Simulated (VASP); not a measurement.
Here is a VASP 6.6.1 calculation.

The input INCAR:

```
SYSTEM = PbSe
PREC = Accurate
ENCUT = 520
EDIFF = 1E-7
ISMEAR = -5
SIGMA = 0.1
LREAL = .FALSE.
LASPH = .TRUE.
NELM = 100
ALGO = Normal
ISIF = 2
LWAVE = .FALSE.
LCHARG = .FALSE.
GGA = PS
NBANDS = 17
```

KPOINTS

```
regular mesh
0
G
  9 9 9
  0 0 0
```

POSCAR

```
PbSe
1.0
    0.0000000000      3.0621500000      3.0621500000
    3.0621500000      0.0000000000      3.0621500000
    3.0621500000      3.0621500000      0.0000000000
Pb Se
1 1
Direct
    0.0000000000      0.0000000000      0.0000000000
    0.5000000000      0.5000000000      0.5000000000
```

Potentials or basis: VASP PAW PBE potentials, release 64 (Pb_d, Se).

The run is started by

```console
$ cat potpaw_PBE.64/Pb_d/POTCAR potpaw_PBE.64/Se/POTCAR > POTCAR
$ mpirun -np 1 vasp_std > vasp.out
```

(1) Estimate the pressure.

Answers

(1) -0.6 GPa.

Caveat: the PAW data sets were made with another functional, which shifts forces and pressure a little.
